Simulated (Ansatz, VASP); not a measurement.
One calculation of MgO, two programs

```
Mg O
1.0
     0.00000    2.10220    2.10220
     2.10220    0.00000    2.10220
     2.10220    2.10220    0.00000
Mg O
1 1
Direct
  0.00000 0.00000 0.00000
  0.50000 0.50000 0.50000
```

Alike in both runs: functional r2SCAN; k mesh 10 × 10 × 10; occupations gaussian, width 0.02 eV; no spin polarisation.

Ansatz relaxed the structure, and its values are those at the end. VASP's run is a single point on that final structure, the one shown.

|  | VASP | Ansatz |
| --- | --- | --- |
| version | VASP 6.6.1 | Ansatz 0.2.0 |
| potentials or method | VASP PAW PBE potentials, release 64 (Mg_sv, O), cutoff 920 eV | scalar-relativistic, plane waves, PAW |
| valence electrons in the cell | 16 | 16 |

|  | VASP | Ansatz | Ansatz less VASP |
| --- | --- | --- | --- |
| gap on the k mesh at the Fermi level (eV) | 5.70 | 5.68 | -0.016 |
| least direct gap on the mesh (eV) | 5.70 | 5.68 | -0.016 |
| pressure (GPa) | 0.5 | 0.0 | -0.48 |

VASP's potentials were made for PBE, not for r2SCAN.
